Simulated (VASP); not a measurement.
Here is a VASP 6.6.1 calculation.

Contents of INCAR:

```
SYSTEM = Sc
PREC = Accurate
ENCUT = 600
EDIFF = 1E-6
ISMEAR = -1
SIGMA = 0.1
LREAL = .False.
LASPH = .True.
NELM = 60
ALGO = Normal
ISIF = 3
LWAVE = .False.
LCHARG = .False.
GGA = PE
IBRION = 2
NSW = 32
EDIFFG = -0.005
PSTRESS = 890.0
```

File KPOINTS:

```
Automatic mesh
0
Gamma
  17 17 9
  0 0 0
```

POSCAR

```
Sc
1.0
    2.6412834316      0.0000000000      0.0000000000
   -1.3206417158      2.2874185504      0.0000000000
    0.0000000000      0.0000000000      4.2701084993
Sc
2
Direct
    0.3333333333      0.6666666667      0.2500000000
    0.6666666667      0.3333333333      0.7500000000
```

Potentials or basis: VASP PAW PBE potentials, release 64 (Sc_sv).

Launch:

```bash
$ cat potpaw_PBE.64/Sc_sv/POTCAR > POTCAR
$ mpirun -np 1 vasp_std > vasp.out
```

Problem. Predict the space group after relaxing (to 0.05 Å).

Solution. P6_3/mmc (No. 194).

Problem. Estimate the relaxed volume.

Solution. 12.95 Å³/atom.

The path:
```tsv
step	energy change (eV)	largest force (eV/Å)	pressure (GPa)	volume (Å³)
1	0.0000	0.0000	90.06	25.80
2	-0.1761	0.0000	86.96	26.12
3	-0.0611	0.0000	88.99	25.91
```

Caveat: the cell is relaxed towards a set pressure, so the enthalpy falls and the energy may rise.
